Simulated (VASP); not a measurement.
Runs of VASP 6.6.1 on HfC. The structure is that of space group Fm-3m (No. 225), or close to it. The cells are those of the table. 

```tsv
task	level	cell	cutoff (eV)	gap on the mesh (eV)	pressure (GPa)	relaxed volume (Å³/atom)
single point	RPBE	a = 3.308 Å, angles 60.0°, 2 atoms	520	none	-0.8	-
relaxation of cell and atoms	PBEsol	relaxed from a = 3.288 Å, angles 60.0°, 2 atoms	600	none	0.1	12.20
single point	PBEsol	a = 3.258 Å, angles 60.0°, 2 atoms	520	none	-0.4	-
relaxation of cell and atoms	RPBE	relaxed from a = 3.288 Å, angles 60.0°, 2 atoms	600	none	0.0	(b)
relaxation of cell and atoms	PBE	relaxed from a = 3.288 Å, angles 60.0°, 2 atoms	600	none	0.0	(a)
single point	PBE	a = 3.289 Å, angles 60.0°, 2 atoms	520	none	-0.7	-
```

Alike in all rows: potentials or basis VASP PAW PBE potentials, release 64 (Hf_pv, C); no spin polarisation; k mesh 11 × 11 × 11; smearing fermi-dirac 0.1 eV.

Question: Fill in the values left out.

Answer: (a) 12.54; (b) 12.75.

Caveats: spin-orbit coupling is left out, which moves the levels of the heavy elements; the PAW data sets were made with another functional, which shifts forces and pressure a little (some runs).

A k mesh can miss the band edges, and the runs leave out spin-orbit coupling on Hf.

A gap of «none» marks levels without a gap at the run's occupations.
